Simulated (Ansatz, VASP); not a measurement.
# MnB6 in VASP and in Ansatz

The input INCAR:

```
SYSTEM = MnB6
  PREC = Accurate
  ENCUT = 520
  EDIFF = 1E-6
  ISMEAR = 0
  SIGMA = 0.2
  LREAL = .False.
  LASPH = .True.
  NELM = 80
  ALGO = Normal
  ISIF = 2
  LWAVE = .False.
  LCHARG = .True.
  GGA = PE
  LELF = .True.
  LVHAR = .True.
  NBANDS = 24
```

Contents of KPOINTS:

```
regular mesh
0
Gamma
  6 6 6
  0 0 0
```

File POSCAR:

```
MnB6
1.0
   -0.0326703406      0.0000000000      3.6040253812
   -2.9546076306      2.4425261254     -0.0011719706
   -2.9546076306     -2.4425261254     -0.0011719706
Mn B
1 6
Direct
    1.0000000000      1.0000000000      0.0000000000
    0.7527808411      0.5371713247      0.9233275265
    0.2472191589      0.0766724735      0.4628286753
    0.2472191589      0.4628286753      0.0766724735
    0.7527808411      0.9233275265      0.5371713247
    0.5000000000      0.7865906718      0.2134093282
    0.5000000000      0.2134093282      0.7865906718
```

Input for Ansatz:

```yaml
crystal:
  lattice:
    - [-0.0326703406, 0.0, 3.6040253812]
    - [-2.9546076306, 2.4425261254, -0.0011719706]
    - [-2.9546076306, -2.4425261254, -0.0011719706]
  atoms:
    - { symbol: Mn, position: [1.0, 1.0, 0.0] }
    - { symbol: B, position: [0.7527808411, 0.5371713247, 0.9233275265] }
    - { symbol: B, position: [0.2472191589, 0.0766724735, 0.4628286753] }
    - { symbol: B, position: [0.2472191589, 0.4628286753, 0.0766724735] }
    - { symbol: B, position: [0.7527808411, 0.9233275265, 0.5371713247] }
    - { symbol: B, position: [0.5, 0.7865906718, 0.2134093282] }
    - { symbol: B, position: [0.5, 0.2134093282, 0.7865906718] }
basis:
  ecutwfc: 420
kpoints:
  mp_grid: { grid: [6, 6, 6] }
hamiltonian:
  xc: pbe
scf:
  occupations: { method: gaussian, width: 0.2 }
  lower_state_search: "off"
output:
  forces: true
  stress: true
  eigenvalues: true
```

Alike in both runs: task single point; functional PBE; k mesh 6 × 6 × 6; occupations gaussian, width 0.2 eV; no spin polarisation.

|  | VASP | Ansatz |
| --- | --- | --- |
| version | VASP 6.6.1 | Ansatz 0.2.0 |
| potentials or method | VASP PAW PBE potentials, release 64 (Mn_pv, B), cutoff 520 eV | scalar-relativistic, plane waves, PAW |
| valence electrons in the cell | 31 | 33 |

VASP gave:

```
gap on the k mesh at the Fermi level (eV)                     : none
pressure (GPa)                                                : 0.0
traceless stress, the component that is largest in VASP (GPa) : -0.15
rms of the force components (eV/Å)                            : 0.017
```

Task: Estimate Ansatz's values.

Result: gap on the k mesh at the Fermi level (eV): none; pressure (GPa): 0.0; traceless stress, the component that is largest in VASP (GPa): -0.13; rms of the force components (eV/Å): 0.018.

Atom by atom the forces differ by 0.002 eV/Å (rms over components). A gap of «none» marks a metal or a gap that the smearing closes. The functional is the same, so the differences come from potentials, cutoffs and numerics. VASP's potentials hold 31 valence electrons a cell and Ansatz's 33, so a difference there can come from the potentials and not from the codes.
